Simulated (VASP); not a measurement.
Na2S: single point with PBE

The system is Na2S.

```xyz
3
Lattice="0.0000 3.2836 3.2836 3.2836 0.0000 3.2836 3.2836 3.2836 0.0000" Properties=species:S:1:pos:R:3 pbc="T T T"
Na    1.6418    1.6418    1.6418
Na    4.9254    4.9254    4.9254
S     0.0000    0.0000    0.0000
```

```
Program             : VASP 6.6.1
Task                : single point
Functional          : PBE
Potentials or basis : VASP PAW PBE potentials, release 64 (Na_pv, S)
Cutoff              : 500 eV
k mesh              : 6 × 6 × 6
Occupations         : fermi-dirac, width 0.02 eV
Spin                : no spin polarisation
```

```
Pressure               : 0.0 GPa
Band gap on the k mesh : 2.45 eV
```

Levels at points of the mesh, in eV from the valence-band top:
```csv
k point,band 8,band 9,band 10,band 11,band 12,band 13
"(0.00, 0.00, 0.00)",0.00,0.00,0.00,2.45,7.70,7.70
"(0.50, 0.00, 0.00)",-1.62,-0.13,-0.13,4.74,6.40,7.12
"(0.50, 0.50, 0.00)",-1.45,-0.45,-0.45,3.84,5.97,8.36
```

Run time: 46 s on 1 thread of Intel Xeon 8259CL, with other jobs on the host, peak memory 0.2 GiB.
